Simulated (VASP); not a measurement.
The system is Ga.

```
Ga
1.0
     2.23094   -3.77873    0.00000
     2.23094    3.77873    0.00000
     0.00000    0.00000    4.46286
Ga
4
Cartesian
  2.2309 1.1707 1.8699
  2.2309 2.6081 4.1014
  2.2309 -1.1707 2.5929
  2.2309 -2.6081 0.3615
```

Base run:

```yaml
Program: VASP 6.6.1
Functional: PBE
Potentials_or_basis: VASP PAW PBE potentials, release 64 (Ga_d)
Cutoff: 520 eV
k_mesh: 7 × 7 × 6
Occupations: fermi-dirac, width 0.05 eV
Spin: no spin polarisation
```

Its results: band gap on the k mesh zero (band 26 reaches 5.82 eV, above the bottom of band 27 at 4.52 eV); pressure 4.7 GPa; largest force 0.106 eV/Å.

**Question.** The run is repeated on the same cell with these changes: functional from PBE to PBEsol. What comes out?

**Answer.** Band gap on the k mesh zero (band 26 reaches 5.66 eV, above the bottom of band 27 at 4.34 eV); pressure 0.9 GPa; largest force 0.123 eV/Å.

PBEsol binds more tightly than PBE, so the same cell stands under less pressure.

Caveats: the PAW data sets were made with another functional, which shifts forces and pressure a little (some runs).
